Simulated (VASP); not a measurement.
Write the native input for VASP 6.6.1 that does the following.

```
Task                   : relaxation of cell and atoms
Functional             : LDA
Potentials or basis    : VASP PAW LDA potentials, release 64 (Ca_sv, O)
Cutoff                 : 600 eV
k mesh                 : 10 × 10 × 10
Occupations            : fermi-dirac, width 0.05 eV
Spin                   : no spin polarisation
Dipole correction      : no
Further INCAR settings : ALGO = Normal; EDIFF = 1e-06; IBRION = 2; EDIFFG = -0.01; NSW = 60; ISIF = 3
```

The structure of CaO lies in POSCAR:

```
CaO
1.0
    0.0000000000      2.4035556960      2.4035556960
    2.4035556960      0.0000000000      2.4035556960
    2.4035556960      2.4035556960      0.0000000000
Ca O
1 1
Direct
    0.0000000000      0.0000000000      0.0000000000
    0.5000000000      0.5000000000      0.5000000000
```

One way to write it, as run:

INCAR

```
  PREC = Accurate
  ENCUT = 600
  EDIFF = 1E-6
  ISMEAR = -1
  SIGMA = 0.05
  LREAL = False
  LASPH = True
  NELM = 100
  ALGO = Normal
  ISIF = 3
  LWAVE = False
  LCHARG = False
  GGA = CA
  IBRION = 2
  NSW = 60
  EDIFFG = -0.01
```

KPOINTS

```
regular mesh
0
Gamma
  10 10 10
```

Potentials or basis: VASP PAW LDA potentials, release 64 (Ca_sv, O).

Command:

```console
$ cat potpaw_LDA.64/Ca_sv/POTCAR potpaw_LDA.64/O/POTCAR > POTCAR
$ mpirun -np 1 vasp_std > vasp.out
```

Results of the run:

```json
{"Relaxed volume": "13.12 Å³/atom", "Relaxed cell": "a = 3.336 Å, b = 3.336 Å, c = 3.336 Å, α = 60.00°, β = 60.00°, γ = 60.00°", "Space group after relaxing (to 0.1 Å)": "Fm-3m (No. 225)", "Energy gained by relaxing": "16.0 meV/atom", "Ionic steps": "3", "Pressure after relaxing": "0.0 GPa", "Band gap on the k mesh": "3.43 eV (least direct gap 3.79 eV)"}
```

Wall time 69 s on 1 thread of Intel Xeon 8259CL, on a shared host, peak memory 0.16 GiB.
